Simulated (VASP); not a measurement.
# CsCl (Pm-3m) in VASP: further runs, part 2 of 2

VASP 6.6.1. Earlier steps stand in the parts before.

## (4) Single point, PBEsol

This run uses another cell than the first one, of 33.74 Å³/atom.

The input, INCAR:

```
SYSTEM = CsCl
PREC = Accurate
ENCUT = 500
EDIFF = 1E-6
ISMEAR = -1
SIGMA = 0.02
LREAL = .FALSE.
LASPH = .TRUE.
NELM = 120
ALGO = Normal
ISIF = 2
LWAVE = .FALSE.
LCHARG = .FALSE.
GGA = PS
NBANDS = 15
GGA_COMPAT = .FALSE.
```

The input, KPOINTS:

```
Automatic mesh
0
G
  6 6 6
  0 0 0
```

The input, POSCAR:

```
CsCl
1.0
    4.0711390743      0.0000000000      0.0000000000
    0.0000000000      4.0711390743      0.0000000000
    0.0000000000      0.0000000000      4.0711390743
Cs Cl
1 1
Direct
    0.0000000000      0.0000000000      0.0000000000
    0.5000000000      0.5000000000      0.5000000000
```

Potentials or basis: VASP PAW PBE potentials, release 64 (Cs_sv, Cl).

The run is started by

```console
$ cat potpaw_PBE.64/Cs_sv/POTCAR potpaw_PBE.64/Cl/POTCAR > POTCAR
$ mpirun -np 1 vasp_std > vasp.out
```

OUTCAR:

```text
SYSTEM = CsCl
   PREC = Accurate
   ENCUT = 500
   EDIFF = 1E-6
   ISMEAR = -1
   LREAL = .FALSE.
   LASPH = .TRUE.
   NELM = 120
   ISIF = 2
   GGA = PS

 ion  position               nearest neighbor table
   1  0.000  0.000  0.000-
   2  0.500  0.500  0.500-

  LATTYP: Found a simple cubic cell.
 ALAT       =     4.0711390743

  Lattice vectors:

 A1 = (   4.0711390743,   0.0000000000,   0.0000000000)
 A2 = (   0.0000000000,   4.0711390743,   0.0000000000)
 A3 = (   0.0000000000,   0.0000000000,   4.0711390743)

Analysis of symmetry for initial positions (statically):
=====================================================================
 Subroutine PRICEL returns:
 Original cell was already a primitive cell.

 Routine SETGRP: Setting up the symmetry group for a
 simple cubic supercell.

 Subroutine GETGRP returns: Found 48 space group operations
 (whereof 48 operations were pure point group operations)
 out of a pool of 48 trial point group operations.

The static configuration has the point symmetry O_h .

Analysis of symmetry for dynamics (positions and initial velocities):
=====================================================================
 Subroutine PRICEL returns:
 Original cell was already a primitive cell.

 Routine SETGRP: Setting up the symmetry group for a
 simple cubic supercell.

 Subroutine GETGRP returns: Found 48 space group operations
 (whereof 48 operations were pure point group operations)
 out of a pool of 48 trial point group operations.

The dynamic configuration has the point symmetry O_h .

 Subroutine INISYM returns: Found 48 space group operations
 (whereof 48 operations are pure point group operations),
 and found     1 'primitive' translations

----------------------------------------------------------------------------------------
[... 113 lines left out ...]
   GGA     = PS    functional components
   LHFCALC =     F    Hartree Fock is set to
   AEXX    =    0.0000 exact exchange contribution
   IVDW    =     0    specifies the selected vdW correction
   LEPSILON=     F    determine dielectric tensor
   LRPA    =     F    only Hartree local field effects (RPA)
 non-spin polarized calculation
  energy-cutoff  :      500.00
  volume of cell :       67.48
 maximum number of plane-waves:      1743
 NGX is ok and might be reduce to    30
   NGX = 15   NGY = 15   NGZ = 15

 number of electron      16.0000008 magnetization

 Free energy of the ion-electron system (eV)
  ---------------------------------------------------
  ext. energy  EPLUGINS =         0.00000000
  ---------------------------------------------------
  free energy    TOTEN  =        -6.84507117 eV

  energy without entropy =       -6.84507117  energy(sigma->0) =       -6.84507117

 E-fermi :   0.2715     XC(G=0):  -8.6536

 val. band max:       -0.2055380693   @ k =   0.0000   0.0000   0.0000
 cond. band min:       5.0111628842   @ k =   0.0000   0.0000   0.0000
 fundamental gap:      5.2167009534
 Fermi energy:         0.2714982031

 k-point     1 :       0.0000    0.0000    0.0000
  band No.  band energies     occupation
      1     -19.5340      2.00000
      2     -12.4158      2.00000
      3      -5.9762      2.00000
      4      -5.9762      2.00000
      5      -5.9762      2.00000
      6      -0.2055      2.00000
      7      -0.2055      2.00000
      8      -0.2055      2.00000
      9       5.0112      0.00000
     10       5.0112      0.00000
     11       5.0124      0.00000
     12       9.9247      0.00000
     13       9.9247      0.00000
     14       9.9247      0.00000
[... 329 lines left out ...]
      2     -12.2304      2.00000
      3      -6.5682      2.00000
      4      -6.5682      2.00000
      5      -6.5682      2.00000
      6      -1.4417      2.00000
      7      -1.4417      2.00000
      8      -1.4417      2.00000
      9       8.3729      0.00000
     10       8.3729      0.00000
     11       8.3729      0.00000
     12      10.3802      0.00000
     13      10.3802      0.00000
     14      10.3802      0.00000
     15      12.5819      0.00000

------------------------ aborting loop because EDIFF is reached ----------------------------------------

  FORCE on cell =-STRESS in cart. coord.  units (eV):
  Direction    XX          YY          ZZ          XY          YZ          ZX
  --------------------------------------------------------------------------------------
  -------------------------------------------------------------------------------------
  Total        0.0006618      0.0006618      0.0006618      0.0000000      0.0000000     -0.0000000
  in kB        0.0157144      0.0157144      0.0157144      0.0000000      0.0000000     -0.0000000
  external PRESSURE =       0.0157144 kB  Pullay stress =       0.0000000 kB

 VOLUME and BASIS-vectors are now :
 -----------------------------------------------------------------------------
  energy-cutoff  :      500.00
  volume of cell :       67.48
      direct lattice vectors                 reciprocal lattice vectors
     4.071139074  0.000000000  0.000000000     0.245631501  0.000000000  0.000000000
     0.000000000  4.071139074  0.000000000     0.000000000  0.245631501  0.000000000
     0.000000000  0.000000000  4.071139074     0.000000000  0.000000000  0.245631501

 POSITION                                       TOTAL-FORCE (eV/Angst)
 -----------------------------------------------------------------------------------
      0.00000      0.00000      0.00000         0.000000      0.000000      0.000000
      2.03557      2.03557      2.03557         0.000000      0.000000      0.000000
 -----------------------------------------------------------------------------------
    total drift:                                0.000000      0.000000     -0.000000

  FREE ENERGIE OF THE ION-ELECTRON SYSTEM (eV)
  ---------------------------------------------------
  free  energy   TOTEN  =        -6.8450711721 eV

  energy  without entropy=       -6.8450711720  energy(sigma->0) =       -6.84507117
```

OSZICAR:

```text
N       E                     dE             d eps       ncg     rms          rms(c)
DAV:   1     0.866863950891E+02    0.86686E+02   -0.65884E+03   600   0.888E+02
DAV:   2    -0.422572825375E+00   -0.87109E+02   -0.78610E+02   860   0.159E+02
DAV:   3    -0.712787262191E+01   -0.67053E+01   -0.66544E+01   754   0.476E+01
DAV:   4    -0.719519523066E+01   -0.67323E-01   -0.67299E-01   712   0.560E+00
DAV:   5    -0.719587446145E+01   -0.67923E-03   -0.67922E-03   817   0.599E-01    0.215E+00
DAV:   6    -0.688606963906E+01    0.30980E+00   -0.32987E-01   761   0.344E+00    0.145E+00
DAV:   7    -0.684654893358E+01    0.39521E-01   -0.11658E-01   768   0.188E+00    0.925E-01
DAV:   8    -0.684522019062E+01    0.13287E-02   -0.14860E-02   726   0.741E-01    0.161E-01
DAV:   9    -0.684496344747E+01    0.25674E-03   -0.18437E-03   754   0.244E-01    0.846E-02
DAV:  10    -0.684506418430E+01   -0.10074E-03   -0.22904E-04   712   0.105E-01    0.131E-02
DAV:  11    -0.684507199942E+01   -0.78151E-05   -0.23002E-05   747   0.304E-02    0.117E-02
DAV:  12    -0.684507117205E+01    0.82737E-06   -0.69335E-06   768   0.155E-02
   1 F= -.68450712E+01 E0= -.68450712E+01  d E =-.730947E-12
```

stdout:

```text
POSCAR found type information on POSCAR CsCl
 POSCAR found :  2 types and       2 ions
 scaLAPACK will be used
 -----------------------------------------------------------------------------
|                                                                             |
|                                                                             |
|     You enforced a specific xc type in the INCAR file but a different       |
|     I HOPE YOU KNOW WHAT YOU ARE DOING!                                     |
|                                                                             |
 -----------------------------------------------------------------------------

 LDA part: xc-table for (Slater+PW92), standard interpolation
 POSCAR, INCAR and KPOINTS ok, starting setup
 FFT: planning ... GRIDC
 FFT: planning ... GRID_SOFT
 FFT: planning ... GRID
 WAVECAR not read
 entering main loop
```

Run time: 19 s. Hardware: 1 thread of Intel Xeon 8259CL, shared host; peak memory 0.17 GiB.

Results:

- Free energy: -6.8451 eV
- Pressure: 0.0 GPa
- Band gap on the k mesh: 5.22 eV

Caveat: the PAW data sets were made with another functional, which shifts forces and pressure a little; spin-orbit coupling is left out, which moves the levels of the heavy elements.

## (5) Single point, PBE

The input, INCAR:

```
ALGO = Normal ; EDIFF = 1E-6
ENCUT = 500 ; GGA = PE
GGA_COMPAT = F ; ISIF = 2
ISMEAR = -1 ; LASPH = T
LCHARG = T ; LELF = T
LREAL = F ; LVHAR = T
LWAVE = F ; NBANDS = 15
NELM = 120 ; PREC = Accurate
SIGMA = 0.02
```

The input, KPOINTS:

```
k-points
0
Gamma
  6 6 6
```

The input, POSCAR:

```
CsCl
1.0
    4.1368327747      0.0000000000      0.0000000000
    0.0000000000      4.1368327747      0.0000000000
    0.0000000000      0.0000000000      4.1368327747
Cs Cl
1 1
Direct
    0.0000000000      0.0000000000      0.0000000000
    0.5000000000      0.5000000000      0.5000000000
```

The run is started by

```console
$ cat potpaw_PBE.64/Cs_sv/POTCAR potpaw_PBE.64/Cl/POTCAR > POTCAR
$ mpirun -np 1 vasp_std > vasp.out
```

Run time: 22 s. Hardware: 1 thread of Intel Xeon 8259CL, shared host; peak memory 0.17 GiB.

The run converged. Its results:

```
Free energy            : -6.5312 eV
Pressure               : 0.8 GPa
Band gap on the k mesh : 5.21 eV
```

Levels at points of the mesh, in eV from the valence-band top:
```
           k point  band 5  band 6  band 7  band 8  band 9  band 10  band 11  band 12
(0.00, 0.00, 0.00)   -5.89    0.00    0.00    0.00    5.21     5.40     5.40     9.99
(0.50, 0.00, 0.00)   -5.75   -1.15   -0.23   -0.23    6.41     7.56     8.82     9.27
(0.50, 0.50, 0.00)   -5.67   -0.42   -0.42   -0.05    5.94     6.02     7.97     7.97
(0.50, 0.50, 0.50)   -6.41   -1.07   -1.07   -1.07    8.45     8.45     8.45    10.47
```

Caveat: spin-orbit coupling is left out, which moves the levels of the heavy elements. A k mesh can miss the band edges.

## (6) Single point, LDA

The input, INCAR:

```
ALGO = Normal
EDIFF = 1E-6
ENCUT = 500
GGA_COMPAT = False
ISIF = 2
ISMEAR = 0
LASPH = True
LCHARG = False
LREAL = False
LWAVE = False
NBANDS = 15
NELM = 120
PREC = Accurate
SIGMA = 0.01
```

KPOINTS is that of step 5.

POSCAR is that of step 5.

Potentials or basis: VASP PAW LDA potentials, release 64 (Cs_sv, Cl).

The run is started by

```console
$ cat potpaw_LDA.64/Cs_sv/POTCAR potpaw_LDA.64/Cl/POTCAR > POTCAR
$ mpirun -np 1 vasp_std > vasp.out
```

It took 19 s on 1 thread of Intel Xeon 8259CL, shared host; peak memory 0.15 GiB.

The run converged. Its results:

- Free energy: -7.2499 eV
- Pressure: -2.2 GPa
- Band gap on the k mesh: 4.81 eV

Levels at points of the mesh, in eV from the valence-band top:
| k point | band 4 | band 5 | band 6 | band 7 | band 8 | band 9 | band 10 | band 11 | band 12 | band 13 |
| --- | --- | --- | --- | --- | --- | --- | --- | --- | --- | --- |
| (0.00, 0.00, 0.00) | -5.83 | -5.83 | 0.00 | 0.00 | 0.00 | 4.81 | 5.13 | 5.13 | 9.89 | 9.89 |
| (0.50, 0.00, 0.00) | -5.69 | -5.69 | -1.23 | -0.24 | -0.24 | 6.17 | 7.29 | 8.48 | 8.96 | 9.32 |
| (0.50, 0.50, 0.00) | -6.63 | -5.60 | -0.44 | -0.44 | -0.05 | 5.63 | 5.74 | 7.78 | 7.78 | 11.48 |
| (0.50, 0.50, 0.50) | -6.38 | -6.38 | -1.13 | -1.13 | -1.13 | 8.27 | 8.27 | 8.27 | 10.15 | 10.15 |

Caveat: spin-orbit coupling is left out, which moves the levels of the heavy elements.

## (7) The runs side by side

```csv
level,potentials or basis,cell,k mesh,smearing,gap on the mesh (eV),pressure (GPa)
PBE,"VASP PAW PBE potentials, release 64 (Cs_sv, Cl)","a = 4.137 Å, 2 atoms",4 × 4 × 4,gaussian 0.01 eV,5.21,0.8
LDA,"VASP PAW LDA potentials, release 64 (Cs_sv, Cl)","a = 3.970 Å, 2 atoms",6 × 6 × 6,fermi-dirac 0.02 eV,4.97,0.1
PBEsol,"VASP PAW PBE potentials, release 64 (Cs_sv, Cl)","a = 4.071 Å, 2 atoms",6 × 6 × 6,fermi-dirac 0.02 eV,5.22,0.0
PBE,"VASP PAW PBE potentials, release 64 (Cs_sv, Cl)","a = 4.137 Å, 2 atoms",6 × 6 × 6,fermi-dirac 0.02 eV,5.21,0.8
LDA,"VASP PAW LDA potentials, release 64 (Cs_sv, Cl)","a = 4.137 Å, 2 atoms",6 × 6 × 6,gaussian 0.01 eV,4.81,-2.2
```

Alike in all rows: task single point; no spin polarisation; cutoff (eV) 500.

Caveats: spin-orbit coupling is left out, which moves the levels of the heavy elements; the PAW data sets were made with another functional, which shifts forces and pressure a little (at least some runs).

Total energies depend on the potentials used, so only differences within one code and one set of settings carry meaning.
